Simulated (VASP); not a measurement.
The system is C.

```
C
1.0
     0.00000    1.41199    1.68464
     1.39979    0.00000    1.68464
     1.39979    1.41199    0.00000
C
1
Cartesian
  1.3998 1.4120 1.6846
```

| Quantity | Value |
| --- | --- |
| Program | VASP 6.6.1 |
| Task | relaxation of cell and atoms |
| Functional | PBE |
| Potentials or basis | VASP PAW PBE potentials, release 64 (C_h) |
| Cutoff | 910 eV |
| k mesh | 10 × 10 × 10 |
| Occupations | gaussian, width 0.1 eV |
| Spin | no spin polarisation |

At the start: pressure 5.2 GPa; volume 6.66 Å³/atom.

Question: How do energy, volume and symmetry change on relaxing?

Answer: Over 11 steps the energy falls by 1578.4 meV/atom and the volume is 6.76 Å³/atom (+1.5 %); space group I4/mmm (No. 139, to 0.05 Å).

Step by step:
| step | energy change (eV) | largest force (eV/Å) | pressure (GPa) | volume (Å³) |
| --- | --- | --- | --- | --- |
| 1 | 0.0000 | 0.0000 | 5.21 | 6.66 |
| 2 | -0.3747 | 0.0000 | -16.53 | 6.83 |
| 3 | -0.8481 | 0.0000 | -34.10 | 6.97 |
| 4 | -1.4675 | 0.0000 | -22.74 | 6.95 |
| 5 | 1.3553 | 0.0000 | 242.80 | 6.03 |
| 6 | -1.5565 | 0.0000 | -13.16 | 6.90 |
| 7 | -1.5760 | 0.0000 | -4.08 | 6.85 |
| 8 | -1.5737 | 0.0000 | -6.98 | 6.87 |
| 9 | -1.4724 | 0.0000 | 38.65 | 6.29 |
| 10 | -1.5784 | 0.0000 | -0.74 | 6.77 |
| 11 | -1.5784 | 0.0000 | -0.20 | 6.76 |

Final structure:
```yaml
crystal:
  lattice:
    - [0.00000, 1.13924, 2.60526]
    - [1.13894, 0.00000, 2.60526]
    - [1.13894, 1.13924, 0.00000]
  atoms:
    - { symbol: C, position: [0.50000, 0.50000, 0.50000] }
```

Caveat: the k points lie up to 0.41 Å⁻¹ apart in the final cell; the cutoff is under 1.25 times the usual one of these potentials, so pressure, stress and relaxed cells hold a basis-set (Pulay) error.
